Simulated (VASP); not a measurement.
Wanted: the native input for a VASP 6.6.1 run.

| Item | Value |
| --- | --- |
| Task | single point |
| Functional | PBE |
| Potentials or basis | VASP PAW PBE potentials, release 64 (Te, Mo_sv) |
| Cutoff | 520 eV |
| k mesh | 12 × 12 × 2 |
| Occupations | gaussian, width 0.05 eV |
| Spin | no spin polarisation |
| Dipole correction | no |
| Further INCAR settings | ALGO = Normal; EDIFF = 1e-06; NBANDS = 20 |

The structure of Te2Mo lies in POSCAR:

```
Te2Mo
1.0
    3.3887522547      0.0000000000      0.0000000000
   -1.6943761274      2.9347455397      0.0000000000
    0.0000000000      0.0000000000     17.7367293009
Te Mo
2 1
Direct
    0.3333333333      0.6666666667      0.8967969900
    0.3333333333      0.6666666667      0.1032030100
    0.0000000000      0.0000000000      0.0000000000
```

This cell differs from its parent crystal: volume 58.798 Å^3 an atom, c/a of the conventional cell 5.2340.

One way to write it, as run:

INCAR

```
SYSTEM = Te2Mo
  PREC = Accurate
  ENCUT = 520
  EDIFF = 1E-6
  ISMEAR = 0
  SIGMA = 0.05
  LREAL = .FALSE.
  LASPH = .TRUE.
  NELM = 60
  ALGO = Normal
  ISIF = 2
  LWAVE = .FALSE.
  LCHARG = .TRUE.
  GGA = PE
  LELF = .TRUE.
  LVHAR = .TRUE.
  NBANDS = 20
```

KPOINTS

```
regular mesh
0
G
  12 12 2
  0 0 0
```

Potentials or basis: VASP PAW PBE potentials, release 64 (Te, Mo_sv).

Run with:

```bash
$ cat potpaw_PBE.64/Te/POTCAR potpaw_PBE.64/Mo_sv/POTCAR > POTCAR
$ mpirun -np 1 vasp_std > vasp.out
```

It gave:

```yaml
Largest_force: 0.629 eV/Å
Band_gap_on_the_k_mesh: 1.16 eV, indirect (least direct gap 1.47 eV)
```

Caveat: spin-orbit coupling is left out, which moves the levels of the heavy elements.

Wall time 98 s on 1 thread of Intel(R) Xeon(R) 6975P-C (Granite Rapids), on a shared host, peak memory 0.39 GiB.
